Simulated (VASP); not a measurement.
# Li (Fm-3m) in VASP: a series of runs, part 2 of 2

VASP 6.6.1. Earlier steps stand in the parts before.

### Step 3. Electric field gradients, PBEsol (22.64 Å³/atom)

This run uses another cell than the first one, of 22.64 Å³/atom.

Input file INCAR:

```
PREC = Accurate ; ENCUT = 650
EDIFF = 1E-8 ; ISMEAR = -1
SIGMA = 0.08 ; LREAL = F
LASPH = T ; NELM = 120
ALGO = Normal ; ISIF = 2
LWAVE = F ; LCHARG = F
GGA = PS ; LEFG = T
NBANDS = 8 ; GGA_COMPAT = F
```

Input file KPOINTS:

```
Automatic mesh
0
Gamma
  13 13 13
```

Input file POSCAR:

```
Li
1.0
    0.0000000000      2.2451874350      2.2451874350
    2.2451874350      0.0000000000      2.2451874350
    2.2451874350      2.2451874350      0.0000000000
Li
1
Direct
    0.0000000000      0.0000000000      0.0000000000
```

Potentials or basis: VASP PAW PBE potentials, release 64 (Li_sv).

The run is started by

```
$ cat potpaw_PBE.64/Li_sv/POTCAR > POTCAR
$ mpirun -np 1 vasp_std > vasp.out
```

OUTCAR:

```text
PREC = Accurate
   ENCUT = 650
   EDIFF = 1E-8
   ISMEAR = -1
   LREAL = F
   LASPH = T
   NELM = 120
   ISIF = 2
   GGA = PS

 ion  position               nearest neighbor table
   1  0.000  0.000  0.000-

  LATTYP: Found a face centered cubic cell.
 ALAT       =     4.4903748700

  Lattice vectors:

 A1 = (   0.0000000000,   2.2451874350,   2.2451874350)
 A2 = (   2.2451874350,   0.0000000000,   2.2451874350)
 A3 = (   2.2451874350,   2.2451874350,   0.0000000000)

Analysis of symmetry for initial positions (statically):
=====================================================================
 Subroutine PRICEL returns:
 Original cell was already a primitive cell.

 Routine SETGRP: Setting up the symmetry group for a
 face centered cubic supercell.

 Subroutine GETGRP returns: Found 48 space group operations
[... 443 lines left out ...]
  external PRESSURE =     -14.2732330 kB  Pullay stress =       0.0000000 kB

 VOLUME and BASIS-vectors are now :
 -----------------------------------------------------------------------------
  energy-cutoff  :      650.00
  volume of cell :       22.64
      direct lattice vectors                 reciprocal lattice vectors
     0.000000000  2.245187435  2.245187435    -0.222698556  0.222698556  0.222698556
     2.245187435  0.000000000  2.245187435     0.222698556 -0.222698556  0.222698556
     2.245187435  2.245187435  0.000000000     0.222698556  0.222698556 -0.222698556

 POSITION                                       TOTAL-FORCE (eV/Angst)
 -----------------------------------------------------------------------------------
      0.00000      0.00000      0.00000         0.000000     -0.000000      0.000000
 -----------------------------------------------------------------------------------
    total drift:                               -0.000000     -0.000000     -0.000000

  FREE ENERGIE OF THE ION-ELECTRON SYSTEM (eV)
  ---------------------------------------------------
  free  energy   TOTEN  =        -1.9613250577 eV

  energy  without entropy=       -1.9487046940  energy(sigma->0) =       -1.95501488

 Electric field gradients (V/A^2)
---------------------------------------------------------------------
 ion       V_xx      V_yy      V_zz      V_xy      V_xz      V_yz
---------------------------------------------------------------------
   1      -0.000    -0.000    -0.000     0.002     0.002     0.002
---------------------------------------------------------------------

 Electric field gradients after diagonalization (V/A^2)
 (convention: |V_zz| > |V_xx| > |V_yy|)
----------------------------------------------------------------------
 ion       V_xx      V_yy      V_zz     asymmetry (V_yy - V_xx)/ V_zz
----------------------------------------------------------------------
   1      -0.002    -0.002     0.005       0.000
----------------------------------------------------------------------

           NMR quadrupolar parameters

 Cq : quadrupolar parameter    Cq=e*Q*V_zz/h
 eta: asymmetry parameters     (V_yy - V_xx)/ V_zz
 Q  : nuclear electric quadrupole moment in mb (millibarn)
----------------------------------------------------------------------
 ion       Cq(MHz)       eta       Q (mb)
----------------------------------------------------------------------
   1       0.000       0.000       1.000
----------------------------------------------------------------------
```

OSZICAR:

```text
N       E                     dE             d eps       ncg     rms          rms(c)
DAV:   1     0.958156778853E-02    0.95816E-02   -0.79943E+02  1344   0.302E+02
DAV:   2    -0.192605430206E+01   -0.19356E+01   -0.18991E+01  1920   0.360E+01
DAV:   3    -0.196344565881E+01   -0.37391E-01   -0.37370E-01  1608   0.407E+00
DAV:   4    -0.196419619319E+01   -0.75053E-03   -0.75053E-03  2112   0.471E-01
DAV:   5    -0.196419732006E+01   -0.11269E-05   -0.11269E-05  1600   0.166E-02    0.450E-01
DAV:   6    -0.196237568473E+01    0.18216E-02   -0.55875E-04  2048   0.111E-01    0.254E-01
DAV:   7    -0.196131532903E+01    0.10604E-02   -0.12797E-03  1928   0.172E-01    0.260E-02
DAV:   8    -0.196132722059E+01   -0.11892E-04   -0.12876E-04  1560   0.598E-02    0.166E-03
DAV:   9    -0.196132579262E+01    0.14280E-05   -0.16038E-06  2160   0.925E-03    0.540E-04
DAV:  10    -0.196132516230E+01    0.63032E-06   -0.78513E-08  1512   0.160E-03    0.224E-04
DAV:  11    -0.196132509984E+01    0.62458E-07   -0.45096E-09  1312   0.631E-04    0.901E-05
DAV:  12    -0.196132506393E+01    0.35913E-07   -0.75111E-10   888   0.230E-04    0.117E-05
DAV:  13    -0.196132505768E+01    0.62467E-08   -0.20813E-10   784   0.121E-04
   1 F= -.19613251E+01 E0= -.19550149E+01  d E =-.126204E-01
```

Wall time 8.3 s (1 thread of AMD EPYC 9R45 (Zen 5), shared host); peak memory 0.12 GiB.

What came out:

| Quantity | Value |
| --- | --- |
| Free energy | -1.9613 eV |
| Pressure | -1.4 GPa |
| Band gap on the k mesh | zero (an odd number of electrons rules out a gap without spin polarisation) |
| Largest electric field gradient by atom | under 0.05 V/Å² on every atom |

Caveat: the PAW data sets were made with another functional, which shifts forces and pressure a little.
